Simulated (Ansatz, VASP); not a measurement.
**Two plane-wave programs on As**

```xyz
2
Lattice="1.8798 1.0853 3.4858 -1.8798 1.0853 3.4858 0.0000 -2.1705 3.4858" Properties=species:S:1:pos:R:3 pbc="T T T"
As    0.0000    0.0000    2.3795
As    0.0000    0.0000    8.0778
```

Alike in both runs: task single point; functional LDA; k mesh 6 × 6 × 6; occupations gaussian, width 0.1 eV; no spin polarisation.

|  | VASP | Ansatz |
| --- | --- | --- |
| version | VASP 6.6.1 | Ansatz 0.2.0 |
| potentials or method | VASP PAW LDA potentials, release 64 (As_d), cutoff 600 eV | scalar-relativistic, plane waves, PAW |
| valence electrons in the cell | 30 | 30 |

|  | VASP | Ansatz | Ansatz less VASP |
| --- | --- | --- | --- |
| gap on the k mesh at the Fermi level (eV) | none | none | - |
| pressure (GPa) | -1.4 | -1.7 | -0.23 |
| traceless stress, the component that is largest in VASP (GPa) | -0.98 | -0.92 | +0.057 |
| rms of the force components (eV/Å) | 0.008 | 0.028 | +0.0195 |

Ansatz warns that its potentials were made for another functional, while VASP's fit it. LDA's correlation is that of Perdew and Zunger in VASP and of Perdew and Wang (1992) in Ansatz. Atom by atom the forces differ by 0.020 eV/Å (rms over components). A gap of «none» marks a metal or a gap that the smearing closes.
